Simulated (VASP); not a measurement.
PtSe2: electric field gradients with PBE

Crystal: PtSe2.

```xyz
3
Lattice="3.7240 0.0000 0.0000 -1.8620 3.2251 0.0000 0.0000 0.0000 5.0620" Properties=species:S:1:pos:R:3 pbc="T T T"
Pt    0.0000    0.0000    0.0000
Se    0.0000    2.1501    1.2655
Se    1.8620    1.0750    3.7965
```

- Program: VASP 6.6.1
- Task: electric field gradients
- Functional: PBE
- Potentials or basis: VASP PAW PBE potentials, release 64 (Pt, Se)
- Cutoff: 520 eV
- k mesh: 10 × 10 × 7
- Occupations: fermi-dirac, width 0.05 eV
- Spin: no spin polarisation
- Dipole correction: no
- Further INCAR settings: ALGO = Normal; EDIFF = 1e-08; NBANDS = 18

- Pressure: 7.3 GPa
- Largest force: 0.569 eV/Å
- Band gap on the k mesh: zero (bands 11 and 12 overlap by 0.55 eV)
- Largest electric field gradient by atom: Pt +143.1; Se -51.1 V/Å²

Forces in eV/Å, atoms in the order of the input:
```
Pt   0.000  0.000  0.000
Se   0.000  0.000  0.569
Se   0.000  0.000 -0.569
```

Stress tensor (GPa, compression positive):
```
7.97 0.00 0.00
0.00 7.97 0.00
0.00 0.00 5.95
```

Levels at points of the mesh, in eV from the Fermi level:
```tsv
k point	band 7	band 8	band 9	band 10	band 11	band 12	band 13	band 14	band 15	band 16
(0.00, 0.00, 0.00)	-4.03	-2.59	-1.08	-1.08	0.40	1.46	1.46	3.61	4.21	7.27
(0.50, 0.00, 0.00)	-3.72	-3.56	-3.52	-3.44	-2.99	0.66	2.35	4.78	5.83	7.10
```

Electric field gradients, principal values (V/Å²):
```tsv
atom	least	middle	greatest (by size)
1 Pt	-71.567	-71.568	143.136
2 Se	25.574	25.575	-51.148
3 Se	25.574	25.575	-51.148
```

Wall time 2.5 min on 1 thread of Intel Xeon 8259CL, with other jobs on the host, peak memory 0.24 GiB.

Caveat: the cell stands under pressure; without QUAD_EFG the Cq values of the log hold for a quadrupole moment of 1 mb, not for the nuclei; spin-orbit coupling is left out, which moves the levels of the heavy elements.
